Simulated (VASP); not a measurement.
Here is a VASP 6.6.1 calculation.

The input INCAR:

```
PREC = Accurate
ENCUT = 520
EDIFF = 1E-6
ISMEAR = 1
SIGMA = 0.15
LREAL = False
LASPH = True
NELM = 60
ALGO = Normal
ISIF = 2
LWAVE = False
LCHARG = True
GGA = PE
LELF = True
LVHAR = True
NBANDS = 15
```

The input KPOINTS:

```
Automatic mesh
0
Gamma
  11 11 11
```

The input POSCAR:

```
TaN
1.0
    0.0000000000      2.2628889296      2.2628889296
    2.2628889296      0.0000000000      2.2628889296
    2.2628889296      2.2628889296      0.0000000000
Ta N
1 1
Direct
    0.5000000000      0.5000000000      0.5000000000
    0.0000000000      0.0000000000      0.0000000000
```

Potentials or basis: VASP PAW PBE potentials, release 64 (Ta_pv, N).

Run with:

```console
$ cat potpaw_PBE.64/Ta_pv/POTCAR potpaw_PBE.64/N/POTCAR > POTCAR
$ mpirun -np 1 vasp_std > vasp.out
```

Q: Predict the pressure.

A: -19.9 GPa.

Q: Predict the band gap on the k mesh.

A: Zero (band 8 reaches 10.05 eV, above the bottom of band 9 at 6.71 eV).

Caveat: spin-orbit coupling is left out, which moves the levels of the heavy elements.
